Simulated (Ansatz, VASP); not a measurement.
Cd in VASP and in Ansatz

```
Cd
1.0
     3.03730    0.00000    0.00000
    -1.51865    2.63038    0.00000
     0.00000    0.00000    5.72783
Cd
2
Direct
  0.33333 0.66667 0.25000
  0.66667 0.33333 0.75000
```

Change from the starting cell: volume scaled by 1.06.

Alike in both runs: task single point; functional PBE; k mesh 16 × 16 × 7; occupations fermi-dirac, width 0.05 eV; no spin polarisation.

|  | VASP | Ansatz |
| --- | --- | --- |
| version | VASP 6.6.1 | Ansatz 0.2.0 |
| potentials or method | VASP PAW PBE potentials, release 64 (Cd), cutoff 500 eV | all-electron LAPW, scalar-relativistic |

VASP gave:

```
pressure (GPa)                                                : 0.1
traceless stress, the component that is largest in VASP (GPa) : -0.16
```

Q: Which values does Ansatz return?

A: Pressure (GPa): -0.2; traceless stress, the component that is largest in VASP (GPa): -0.05.

Ansatz ran all-electron here, and VASP with PAW potentials.
